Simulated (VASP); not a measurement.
Wanted: the native input for a VASP 6.6.1 run.

```
Task                   : single point
Functional             : PBEsol
Potentials or basis    : VASP PAW PBE potentials, release 64 (Si, Ge_d)
Cutoff                 : 520 eV
k mesh                 : 6 × 6 × 6
Occupations            : gaussian, width 0.03 eV
Spin                   : no spin polarisation
Dipole correction      : no
Further INCAR settings : ALGO = Normal; EDIFF = 1e-06; NBANDS = 31
```

The structure of Si7Ge lies in POSCAR:

```
Si7Ge
1.0
    5.7321356505      0.0000000000      0.0000000000
    0.0000000000      5.7321356505      0.0000000000
    0.0000000000      0.0000000000      5.1862179695
Si Ge
7 1
Direct
    0.2525976818      0.2525976818      0.2525976818
    0.0000000000      0.5000000000      0.5000000000
    0.5000000000      0.5000000000      0.0000000000
    0.5000000000      0.0000000000      0.5000000000
    0.7474023182      0.2525976818      0.7474023182
    0.7474023182      0.7474023182      0.2525976818
    0.2525976818      0.7474023182      0.7474023182
    0.0000000000      0.0000000000      0.0000000000
```

This cell differs from its parent crystal: strain +0.050 along x and y, -0.050 along z.

These files were run (other wordings do the same):

INCAR

```
  PREC = Accurate
  ENCUT = 520
  EDIFF = 1E-6
  ISMEAR = 0
  SIGMA = 0.03
  LREAL = False
  LASPH = True
  NELM = 60
  ALGO = Normal
  ISIF = 2
  LWAVE = False
  LCHARG = True
  GGA = PS
  LELF = True
  LVHAR = True
  NBANDS = 31
```

KPOINTS

```
regular mesh
0
Gamma
  6 6 6
```

Potentials or basis: VASP PAW PBE potentials, release 64 (Si, Ge_d).

Launch:

```bash
$ cat potpaw_PBE.64/Si/POTCAR potpaw_PBE.64/Ge_d/POTCAR > POTCAR
$ mpirun -np 1 vasp_std > vasp.out
```

It gave:

* Pressure: -4.0 GPa
* Largest force: 0.025 eV/Å
* Band gap on the k mesh: zero (band 21 reaches 5.33 eV, above the bottom of band 22 at 5.17 eV)

Caveat: the cell differs from its parent crystal (strain +0.050 along x and y, -0.050 along z); the PAW data sets were made with another functional, which shifts forces and pressure a little.

Wall time 98 s on 1 thread of Intel(R) Xeon(R) 6975P-C (Granite Rapids) (shared host), peak memory 0.38 GiB.
